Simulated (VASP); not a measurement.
A run of VASP 6.6.1 is set up as follows.

The input INCAR:

```
PREC     = Accurate       # precision mode
ENCUT    = 520            # plane-wave cutoff, eV
EDIFF    = 1E-6           # SCF threshold, eV
ISMEAR   = 0              # smearing method
SIGMA    = 0.1            # smearing width, eV
LREAL    = Auto         
LASPH    = T              # aspherical terms in the spheres
NELM     = 100            # most SCF steps
ALGO     = Normal         # electronic algorithm
ISIF     = 2              # what is computed and relaxed
LWAVE    = F              # write WAVECAR
LCHARG   = F              # write CHGCAR
GGA      = PE             # functional
NBANDS   = 65             # bands
```

The input KPOINTS:

```
Automatic mesh
0
Gamma
  6 6 6
```

POSCAR

```
SrAs12Os4
1.0
   -4.3245829063      4.3245829063      4.3245829063
    4.3245829063     -4.3245829063      4.3245829063
    4.3245829063      4.3245829063     -4.3245829063
Sr As Os
1 12 4
Direct
    0.0000000000      0.0000000000      0.0000000000
    0.3500363327      0.1997686784      0.8497323457
    0.6499636673      0.8002313216      0.1502676543
    0.6499636673      0.4996960131      0.8497323457
    0.3500363327      0.5003039869      0.1502676543
    0.1997686784      0.8497323457      0.3500363327
    0.8002313216      0.1502676543      0.6499636673
    0.4996960131      0.8497323457      0.6499636673
    0.5003039869      0.1502676543      0.3500363327
    0.8497323457      0.3500363327      0.1997686784
    0.1502676543      0.6499636673      0.8002313216
    0.8497323457      0.6499636673      0.4996960131
    0.1502676543      0.3500363327      0.5003039869
    0.0000000000      0.0000000000      0.5000000000
    0.5000000000      0.0000000000      0.0000000000
    0.0000000000      0.5000000000      0.0000000000
    0.5000000000      0.5000000000      0.5000000000
```

Potentials or basis: VASP PAW PBE potentials, release 64 (Sr_sv, As, Os).

Command:

```bash
$ cat potpaw_PBE.64/Sr_sv/POTCAR potpaw_PBE.64/As/POTCAR potpaw_PBE.64/Os/POTCAR > POTCAR
$ mpirun -np 1 vasp_std > vasp.out
```

(1) Estimate the band gap on the k mesh.

(2) Estimate the pressure.

(3) What does it give for the largest force?

Results:

(1) zero (bands 51 and 52 overlap by 0.97 eV).

(2) 0.3 GPa.

(3) 0.018 eV/Å.

Caveat: spin-orbit coupling is left out, which moves the levels of the heavy elements.
